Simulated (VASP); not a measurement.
Write the native input for VASP 6.6.1 that does the following.

| Item | Value |
| --- | --- |
| Task | single point |
| Functional | PBE |
| Potentials or basis | VASP PAW PBE potentials, release 64 (Ti_sv, O) |
| Cutoff | 520 eV |
| k mesh | 6 × 6 × 3 |
| Occupations | fermi-dirac, width 0.05 eV |
| Spin | no spin polarisation |
| Dipole correction | no |
| Further INCAR settings | ALGO = Normal; EDIFF = 1e-06; NBANDS = 60 |

The structure of TiO2 lies in POSCAR:

```
TiO2
1.0
    6.1535771931     -1.8834685000      0.0000000000
    6.1535771931      1.8834685000      0.0000000000
   -1.9283261078      0.0000000000      6.2023875339
Ti O
4 8
Direct
    0.9000710000      0.9000710000      0.2896020000
    0.1952860000      0.1952860000      0.2837620000
    0.0999290000      0.0999290000      0.7103980000
    0.8047140000      0.8047140000      0.7162380000
    0.3619310000      0.3619310000      0.2933970000
    0.2634885000      0.2634885000      0.6525000000
    0.8671885000      0.8671885000      0.9952910000
    0.7365115000      0.7365115000      0.3475000000
    0.9416475000      0.9416475000      0.6300210000
    0.1328115000      0.1328115000      0.0047090000
    0.6380690000      0.6380690000      0.7066030000
    0.0583525000      0.0583525000      0.3699790000
```

These files were run (other wordings do the same):

INCAR

```
PREC = Accurate
ENCUT = 520
EDIFF = 1E-6
ISMEAR = -1
SIGMA = 0.05
LREAL = False
LASPH = True
NELM = 60
ALGO = Normal
ISIF = 2
LWAVE = False
LCHARG = False
GGA = PE
NBANDS = 60
```

KPOINTS

```
Automatic mesh
0
Gamma
  6 6 3
```

Potentials or basis: VASP PAW PBE potentials, release 64 (Ti_sv, O).

The run is started by

```console
$ cat potpaw_PBE.64/Ti_sv/POTCAR potpaw_PBE.64/O/POTCAR > POTCAR
$ mpirun -np 1 vasp_std > vasp.out
```

It gave:

| Quantity | Value |
| --- | --- |
| Pressure | 3.8 GPa |
| Largest force | 0.868 eV/Å |
| Band gap on the k mesh | 2.82 eV, indirect (least direct gap 2.96 eV) |

Wall time 4.6 min on 1 thread of Intel(R) Xeon(R) 6975P-C (Granite Rapids) (shared host), peak memory 0.44 GiB.
